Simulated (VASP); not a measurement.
A run of VASP 6.6.1 is set up as follows.

INCAR

```
  PREC = Accurate
  ENCUT = 520
  EDIFF = 1E-6
  ISMEAR = 0
  SIGMA = 0.1
  LREAL = F
  LASPH = T
  NELM = 60
  ALGO = Fast
  ISIF = 2
  LWAVE = F
  LCHARG = F
  GGA = PE
  NBANDS = 29
```

The input KPOINTS:

```
Automatic mesh
0
Gamma
  6 6 4
```

File POSCAR:

```
HfBF
1.0
    3.7810696436      0.0000000000      0.0000000000
    0.0000000000      3.7810696436      0.0000000000
    0.0000000000      0.0000000000      6.1364715524
Hf B F
2 2 2
Direct
    0.0000000000      0.0000000000      0.7500000000
    0.0000000000      0.0000000000      0.2500000000
    0.5000000000      0.0000000000      0.5000000000
    0.0000000000      0.5000000000      0.0000000000
    0.5000000000      0.5000000000      0.0000000000
    0.5000000000      0.5000000000      0.5000000000
```

Potentials or basis: VASP PAW PBE potentials, release 64 (Hf_pv, B, F).

The run is started by

```sh
$ cat potpaw_PBE.64/Hf_pv/POTCAR potpaw_PBE.64/B/POTCAR potpaw_PBE.64/F/POTCAR > POTCAR
$ mpirun -np 1 vasp_std > vasp.out
```

Predict the pressure.

-0.4 GPa.

Estimate the band gap on the k mesh.

zero (bands 20 and 21 overlap by 0.72 eV).

Stress tensor (GPa, compression positive):
```
-0.35  0.00  0.00
 0.00 -0.35  0.00
 0.00  0.00 -0.65
```

Caveat: spin-orbit coupling is left out, which moves the levels of the heavy elements.
